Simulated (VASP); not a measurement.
Input of a VASP 6.6.1 run:

Contents of INCAR:

```
SYSTEM = Na
PREC = Accurate ; ENCUT = 600
EDIFF = 1E-7 ; ISMEAR = -1
SIGMA = 0.05 ; LREAL = .FALSE.
LASPH = .TRUE. ; NELM = 80
ALGO = Fast ; ISIF = 3
LWAVE = .FALSE. ; LCHARG = .FALSE.
GGA = PE ; IBRION = 2
NSW = 60 ; EDIFFG = -0.01
```

Contents of KPOINTS:

```
regular mesh
0
G
  9 9 9
  0 0 0
```

POSCAR

```
Na
1.0
   -2.1410000000      2.1410000000      2.1410000000
    2.1410000000     -2.1410000000      2.1410000000
    2.1410000000      2.1410000000     -2.1410000000
Na
1
Direct
    0.0000000000      0.0000000000      0.0000000000
```

Potentials or basis: VASP PAW PBE potentials, release 64 (Na_pv).

Command:

```sh
$ cat potpaw_PBE.64/Na_pv/POTCAR > POTCAR
$ mpirun -np 1 vasp_std > vasp.out
```

What does it give for the relaxed cell?

a = 3.635 Å, b = 3.635 Å, c = 3.635 Å, α = 109.47°, β = 109.47°, γ = 109.47°.

What does it give for the space group after relaxing (to 0.05 Å)?

Im-3m (No. 229).

The path:
| step | energy change (eV) | largest force (eV/Å) | pressure (GPa) | volume (Å³) |
| --- | --- | --- | --- | --- |
| 1 | 0.0000 | 0.0000 | -0.44 | 39.26 |
| 2 | -0.0015 | 0.0000 | -0.32 | 38.64 |
| 3 | -0.0030 | 0.0000 | -0.12 | 37.58 |
| 4 | -0.0021 | 0.0000 | 0.33 | 35.51 |
| 5 | -0.0034 | 0.0000 | -0.03 | 36.99 |
